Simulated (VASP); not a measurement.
Crystal: InSb (CsCl type).

```
CELL_PARAMETERS angstrom
3.40331 0.00000 0.00000
0.00000 3.40331 0.00000
0.00000 0.00000 3.40331
ATOMIC_POSITIONS crystal
In 0.00000 0.00000 0.00000
Sb 0.50000 0.50000 0.50000
```

```yaml
Program: VASP 6.6.1
Task: relaxation of cell and atoms
Functional: PBE
Potentials_or_basis: VASP PAW PBE potentials, release 64 (In_d, Sb)
Cutoff: 500 eV
k_mesh: 11 × 11 × 11
Occupations: fermi-dirac, width 0.08 eV
Spin: no spin polarisation
```

At the start: pressure 34.6 GPa; volume 19.71 Å³/atom.

Problem. How do energy, volume and symmetry change on relaxing?

Solution. Over 5 steps the energy falls by 605.7 meV/atom and the volume is 27.53 Å³/atom (+39.7 %); space group Pm-3m (No. 221, to 0.1 Å) before and after.

Step by step:
| step | energy change (eV) | largest force (eV/Å) | pressure (GPa) | volume (Å³) |
| --- | --- | --- | --- | --- |
| 1 | 0.0000 | 0.0000 | 34.64 | 39.42 |
| 2 | -0.8835 | 0.0000 | -6.02 | 69.07 |
| 3 | -1.2111 | 0.0000 | 0.26 | 54.76 |
| 4 | -1.2113 | 0.0000 | -0.10 | 55.19 |
| 5 | -1.2114 | 0.0000 | 0.00 | 55.06 |

Final structure:
```
In Sb
1.0
     3.80438    0.00000    0.00000
     0.00000    3.80438    0.00000
     0.00000    0.00000    3.80438
In Sb
1 1
Direct
  0.00000 0.00000 0.00000
  0.50000 0.50000 0.50000
```

Caveat: the volume moved by over 15 % at a fixed basis, so the end points are rough.
